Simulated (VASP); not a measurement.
A run of VASP 6.6.1:

Contents of INCAR:

```
SYSTEM = Cd32HO31
ALGO = Normal
EDIFF = 1E-6
ENCUT = 520
GGA = PS
GGA_COMPAT = .FALSE.
ISIF = 2
ISMEAR = -1
ISYM = 0
LASPH = .TRUE.
LCHARG = .FALSE.
LREAL = Auto
LWAVE = .FALSE.
NBANDS = 324
NELECT = 570.0
NELM = 120
PREC = Accurate
SIGMA = 0.05
```

The input KPOINTS:

```
Automatic mesh
0
Gamma
  1 1 1
  0.25 0.25 0.25
```

POSCAR

```
Cd32HO31
1.0
    9.3811470000      0.0000000000      0.0000000000
    0.0000000000      9.3811470000      0.0000000000
    0.0000000000      0.0000000000      9.3811470000
O H Cd
31 1 32
Direct
    0.2502260000      0.9996210000      0.0004080000
    0.2500530000      0.0000520000      0.5000730000
    0.2498350000      0.4995320000      0.9999950000
    0.7498990000      0.9992440000      0.0003450000
    0.7499780000      0.9995880000      0.5003200000
    0.7500590000      0.4999070000      0.0003890000
    0.7500680000      0.4994250000      0.5001820000
    0.0010240000      0.2504910000      0.0004440000
    0.0036730000      0.2533270000      0.5006980000
    0.0011180000      0.7487420000      0.0001920000
    0.0036740000      0.7460900000      0.5002610000
    0.4991460000      0.2506760000      0.0003190000
    0.4967240000      0.2531670000      0.5002080000
    0.4986310000      0.7484400000      0.0001540000
    0.4959760000      0.7456780000      0.4996870000
    0.0010210000      0.9996980000      0.2513130000
    0.0010100000      0.9996130000      0.7495020000
    0.0037580000      0.5000900000      0.2540560000
    0.0034860000      0.4995890000      0.7465720000
    0.4990840000      0.9996670000      0.2512340000
    0.4990750000      0.9993830000      0.7494460000
    0.4962090000      0.4994930000      0.2539830000
    0.4962320000      0.4992910000      0.7464230000
    0.2503630000      0.2535010000      0.2540070000
    0.2501360000      0.2530160000      0.7467790000
    0.2499350000      0.7456980000      0.2541650000
    0.2495430000      0.7459090000      0.7461240000
    0.7503020000      0.2506800000      0.2510130000
    0.7500280000      0.2505570000      0.7497190000
    0.7499970000      0.7488000000      0.2513120000
    0.7498930000      0.7486240000      0.7492020000
    0.2495130000      0.4976810000      0.5014010000
    0.9995940000      0.9996840000      0.0004720000
    0.9993430000      0.9998050000      0.5003930000
    0.9992130000      0.4995350000      0.0004690000
    0.9962430000      0.4997240000      0.5002390000
    0.5005600000      0.9995370000      0.0003120000
    0.5007990000      0.9995050000      0.5004000000
    0.5007320000      0.4995650000      0.0001320000
    0.5039060000      0.4994500000      0.5003020000
    0.2500980000      0.2488700000      0.0003690000
    0.2502300000      0.2461780000      0.5003250000
    0.2500000000      0.7503180000      0.0000620000
    0.2497970000      0.7538580000      0.5002030000
    0.7501540000      0.2491210000      0.0003410000
    0.7502880000      0.2488840000      0.5003160000
    0.7498860000      0.7500590000      0.0000980000
    0.7498370000      0.7502890000      0.5002780000
    0.2500590000      0.9998080000      0.2495570000
    0.2500500000      0.9995190000      0.7510320000
    0.2500280000      0.4996790000      0.2461400000
    0.2499150000      0.4995310000      0.7539550000
    0.7501550000      0.9997120000      0.2498710000
    0.7500570000      0.9996880000      0.7507210000
    0.7500890000      0.4996420000      0.2495630000
    0.7499030000      0.4995800000      0.7510010000
    0.9998340000      0.2493670000      0.2500760000
    0.9997630000      0.2491460000      0.7507590000
    0.9995110000      0.7501500000      0.2497250000
    0.9994560000      0.7500310000      0.7507340000
    0.5006270000      0.2491450000      0.2497610000
    0.5005390000      0.2490820000      0.7507390000
    0.5005010000      0.7500530000      0.2497100000
    0.5002460000      0.7498450000      0.7503640000
```

Potentials or basis: VASP PAW PBE potentials, release 64 (O, H, Cd).

Command:

```console
$ cat potpaw_PBE.64/O/POTCAR potpaw_PBE.64/H/POTCAR potpaw_PBE.64/Cd/POTCAR > POTCAR
$ mpirun -np 1 vasp_std > vasp.out
```

Hardware: 1 thread of AMD EPYC 7R43 64-Core Processor (Zen 3), on a shared host.

Task: Estimate the wall time of this run.

Result: It took 79 min on 1 thread of AMD EPYC 7R43 64-Core Processor (Zen 3), on a shared host, peak memory 1.1 GiB. Counts: scf iterations 16, k points 4.
